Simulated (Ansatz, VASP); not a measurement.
## One calculation of C, two programs

File INCAR:

```
PREC = Accurate
ENCUT = 520
EDIFF = 1E-8
ISMEAR = -1
SIGMA = 0.05
LREAL = False
LASPH = True
NELM = 60
ALGO = Normal
ISIF = 2
LWAVE = False
LCHARG = False
GGA = PE
LEFG = True
NBANDS = 11
```

KPOINTS

```
Automatic mesh
0
Gamma
  18 18 18
```

The input POSCAR:

```
C
1.0
    0.0000000000      2.0631900000      3.3480000000
    1.1911600000      0.0000000000      3.3480000000
    1.1911600000      2.0631900000      0.0000000000
C
2
Direct
    0.1666700000      0.8333300000      0.1666700000
    0.8333300000      0.1666700000      0.8333300000
```

Input for Ansatz:

```yaml
crystal:
  lattice:
    - [0.0, 2.06319, 3.348]
    - [1.19116, 0.0, 3.348]
    - [1.19116, 2.06319, 0.0]
  atoms:
    - { symbol: C, position: [0.16667, 0.83333, 0.16667] }
    - { symbol: C, position: [0.83333, 0.16667, 0.83333] }
kpoints:
  mp_grid: { grid: [18, 18, 18] }
scf:
  occupations: { method: fermi_dirac, width: 0.05 }
hamiltonian:
  xc: pbe
  pseudopotentials: { kind: paw }
output:
  forces: true
  stress: true
  eigenvalues: true
  efg: { contact_densities: true }
```

Change from the starting cell: x and y stretched by -3 %, z held, PAW files.

Alike in both runs: task electric field gradients; functional PBE; k mesh 18 × 18 × 18; occupations fermi-dirac, width 0.05 eV; no spin polarisation.

|  | VASP | Ansatz |
| --- | --- | --- |
| version | VASP 6.6.1 | Ansatz 0.2.0 |
| potentials or method | VASP PAW PBE potentials, release 64 (C) | PAW with Ansatz's default frozen-core files, scalar-relativistic |
| plane-wave cutoff (eV) | 520 | 420 |
| valence electrons in the cell | 8 | 8 |

Ansatz gave:

```
size of Vzz on the site where it differs most (V/Å²) : 28.0
```

Question: Which values does VASP return?

Answer: Size of Vzz on the site where it differs most (V/Å²): 36.2.

With one functional, cell and mesh, what is left measures potentials, basis and numerics.
